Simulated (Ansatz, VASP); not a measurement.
## FeO in VASP and in Ansatz

Contents of INCAR:

```
SYSTEM = FeO
PREC     = Accurate       ! precision mode
ENCUT    = 600            ! plane-wave cutoff, eV
EDIFF    = 1E-6           ! SCF threshold, eV
ISMEAR   = -1             ! smearing method
SIGMA    = 0.05           ! smearing width, eV
LREAL    = .FALSE.        ! projectors in reciprocal space
LASPH    = .TRUE.         ! aspherical terms in the spheres
NELM     = 200            ! most SCF steps
ALGO     = Normal         ! electronic algorithm
ISIF     = 2              ! what is computed and relaxed
LWAVE    = .FALSE.        ! write WAVECAR
LCHARG   = .FALSE.        ! write CHGCAR
ISPIN    = 2              ! spin polarisation
MAGMOM   = 1.5 0          ! initial moments
LORBIT   = 11             ! projections on sites
NUPDOWN  = 1.5            ! fixed moment
LMAXMIX  = 4              ! l up to which the mixer works
GGA      = PS             ! functional
NBANDS   = 22             ! bands
GGA_COMPAT= .FALSE.
```

Contents of KPOINTS:

```
Automatic mesh
0
G
  9 9 9
  0 0 0
```

POSCAR

```
FeO
1.0
    0.0000000000      2.1554000000      2.1554000000
    2.1554000000      0.0000000000      2.1554000000
    2.1554000000      2.1554000000      0.0000000000
Fe O
1 1
Direct
    0.0000000000      0.0000000000      0.0000000000
    0.5000000000      0.5000000000      0.5000000000
```

The input input.yaml:

```yaml
crystal:
  lattice:
    - [0.0, 2.1554, 2.1554]
    - [2.1554, 0.0, 2.1554]
    - [2.1554, 2.1554, 0.0]
  atoms:
    - { symbol: Fe, position: [0.0, 0.0, 0.0], spin: 1.5 }
    - { symbol: O, position: [0.5, 0.5, 0.5] }
hamiltonian:
  xc: pbesol
  pseudopotentials: { kind: paw }
magnetization:
  spin_polarized: true
  initial_magnetization: 1.5
  spin_locking: { lock_magnetization: hard }
kpoints:
  mp_grid: { grid: [9, 9, 9] }
scf:
  occupations: { method: fermi_dirac, width: 0.05 }
  lower_state_search: "off"
output:
  forces: true
  stress: true
  eigenvalues: true
  write_density: true
  write_potential: true
  elf: true
  volumetric_format: npy
```

Alike in both runs: task single point; functional PBEsol; k mesh 9 × 9 × 9; occupations fermi-dirac, width 0.05 eV; collinear spin; fixed moment 1.5 μB.

```csv
,VASP,Ansatz
version,VASP 6.6.1,Ansatz 0.2.0
potentials or method,"VASP PAW PBE potentials, release 64 (Fe_sv, O)",Ansatz PAW
plane-wave cutoff (eV),600,420
valence electrons in the cell,22,22
```

```csv
,VASP,Ansatz,Ansatz less VASP
net moment per atom (μB),0.75,0.75,0.000
size of the moment on the site where the two differ most (μB),1.44,1.42,-0.011
```

VASP's potentials were made for PBE, not for PBEsol. Site moments also hang on the region over which each program counts them. With one functional, cell and mesh, what is left measures potentials, basis and numerics.
